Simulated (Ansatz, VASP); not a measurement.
# Two plane-wave programs on TiH

File POSCAR:

```
TiH
1.0
    2.8775820000      0.0000000000      0.0000000000
   -1.4387910000      2.4920591135      0.0000000000
    0.0000000000      0.0000000000      5.2632940000
Ti H
2 2
Direct
    0.0000000000      0.0000000000      0.0000000000
    0.0000000000      0.0000000000      0.5000000000
    0.6666666667      0.3333333333      0.7500000000
    0.3333333333      0.6666666667      0.2500000000
```

The input INCAR.step1:

```
  ALGO = Normal
  EDIFF = 1E-4
  ENCUT = 520
  GGA = PE
  ISMEAR = 1
  LASPH = True
  LCHARG = False
  LREAL = False
  LWAVE = True
  NBANDS = 21
  NELM = 80
  PREC = Accurate
  SIGMA = 0.1
```

File INCAR.step2:

```
  ALGO = Normal
  EDIFF = 1E-6
  ENCUT = 520
  ISIF = 2
  ISMEAR = 1
  ISTART = 1
  LASPH = True
  LCHARG = False
  LMIXTAU = True
  LREAL = False
  LWAVE = False
  METAGGA = R2SCAN
  NBANDS = 21
  NELM = 80
  PREC = Accurate
  SIGMA = 0.1
```

File KPOINTS:

```
k-points
0
Gamma
  4 4 2
```

Input for Ansatz:

```yaml
crystal:
  lattice:
    a: 2.877582
    b: 2.877582
    c: 5.263294
    alpha: 90.0
    beta: 90.0
    gamma: 120.0
  atoms:
    - { symbol: Ti, position: [0.0, 0.0, 0.0] }
    - { symbol: Ti, position: [0.0, 0.0, 0.5] }
    - { symbol: H, position: [0.6666666666666666, 0.3333333333333333, 0.75] }
    - { symbol: H, position: [0.3333333333333333, 0.6666666666666666, 0.25] }
basis:
  ecutwfc: 530.0
kpoints:
  mp_grid:
    grid: [4, 4, 2]
hamiltonian:
  xc: r2scan
scf:
  occupations:
    method: cold
    width: 0.1
output:
  stress: true
```

Alike in both runs: task single point; functional r2SCAN; k mesh 4 × 4 × 2; no spin polarisation.

|  | VASP | Ansatz |
| --- | --- | --- |
| version | VASP 6.6.1 | Ansatz 0.2.0 |
| potentials or method | VASP PAW PBE potentials, release 64 (Ti_sv, H), cutoff 520 eV | plane waves, PAW |
| occupations | methfessel-paxton of order 1, width 0.1 eV | cold, width 0.1 eV |
| valence electrons in the cell | 26 | 26 |

```csv
,VASP,Ansatz,Ansatz less VASP
pressure (GPa),-2.3,-2.8,-0.50
"traceless stress, the component that is largest in VASP (GPa)",2.70,2.65,-0.042
```

VASP's potentials were made for PBE, not for r2SCAN.

The k mesh is coarse, so the values compare programs but aren't converged.
